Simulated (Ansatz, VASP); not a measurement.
## Y in VASP and in Ansatz

```xyz
1
Lattice="0.0000 2.5349 2.5349 2.5349 0.0000 2.5349 2.5349 2.5349 0.0000" Properties=species:S:1:pos:R:3 pbc="T T T"
Y     0.0000    0.0000    0.0000
```

Change from the starting cell: volume scaled by 0.98, PAW files.

Alike in both runs: task electric field gradients; functional r2SCAN; k mesh 12 × 12 × 12; occupations fermi-dirac, width 0.03 eV; no spin polarisation.

```csv
,VASP,Ansatz
version,VASP 6.6.1,Ansatz 0.2.0
potentials or method,"VASP PAW PBE potentials, release 64 (Y_sv)","PAW with Ansatz's default frozen-core files, scalar-relativistic"
plane-wave cutoff (eV),520,500
valence electrons in the cell,11,11
```

Ansatz gave:

```
pressure (GPa) : 0.7
```

**Question.** Which values does VASP return?

**Answer.** Pressure (GPa): 0.8.

VASP's potentials were made for PBE, not for r2SCAN. With one functional, cell and mesh, what is left measures potentials, basis and numerics.
